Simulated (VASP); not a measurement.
Runs of VASP 6.6.1 on Sr3Ru. The structure is that of space group Pm-3m (No. 221), or close to it. The cells are those of the table. 

```csv
task,cell,k mesh,cutoff (eV),gap on the mesh (eV),pressure (GPa),relaxed volume (Å³/atom)
single point,"a = 5.052 Å, 4 atoms",4 × 4 × 4,520,none,0.3,-
relaxation of cell and atoms,"relaxed from a = 4.765 Å, 4 atoms",4 × 4 × 4,600,none,0.0,(a)
relaxation of cell and atoms,"relaxed from a = 5.052 Å, 4 atoms",10 × 10 × 10,600,none,0.0,32.75
single point,"a = 5.072 Å, 4 atoms",10 × 10 × 10,520,none,0.1,-
```

Alike in all rows: level PBE; potentials or basis VASP PAW PBE potentials, release 64 (Sr_sv, Ru_pv); no spin polarisation; smearing gaussian 0.1 eV.

**Question.** Fill in the values left out.

**Answer.** (a) 32.67.

Caveats: the volume moved by over 15 % at a fixed basis, so the end points are rough (at least some runs).

A k mesh can miss the band edges, and the runs leave out spin-orbit coupling on Ru, Sr.

A gap of «none» marks levels without a gap at the run's occupations.
